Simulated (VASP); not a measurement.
Input of a VASP 6.6.1 run:

The input INCAR:

```
ALGO = Normal ; EDIFF = 1E-7
ENCUT = 520 ; GGA = PS
ISIF = 2 ; ISMEAR = -1
LASPH = True ; LCHARG = False
LREAL = False ; LWAVE = False
NBANDS = 14 ; NELM = 80
PREC = Accurate ; SIGMA = 0.15
```

Contents of KPOINTS:

```
k-points
0
Gamma
  9 9 3
```

Contents of POSCAR:

```
Al
1.0
    2.8270770000      0.0000000000      0.0000000000
   -1.4135390000      2.4483210000      0.0000000000
    0.0000000000      0.0000000000      9.1859930000
Al
4
Direct
    0.0000000000      0.0000000000      0.0000000000
    0.3333333333      0.6666666667      0.2500000000
    0.0000000000      0.0000000000      0.5000000000
    0.6666666667      0.3333333333      0.7500000000
```

Potentials or basis: VASP PAW PBE potentials, release 64 (Al).

Run with:

```console
$ cat potpaw_PBE.64/Al/POTCAR > POTCAR
$ mpirun -np 1 vasp_std > vasp.out
```

Q: Estimate the pressure.

A: 1.8 GPa.

Q: Estimate the band gap on the k mesh.

A: Zero (band 6 reaches 12.38 eV, above the bottom of band 7 at 6.97 eV).

Stress tensor (GPa, compression positive):
```
1.12 0.00 0.00
0.00 1.12 0.00
0.00 0.00 3.21
```

Caveat: the PAW data sets were made with another functional, which shifts forces and pressure a little.
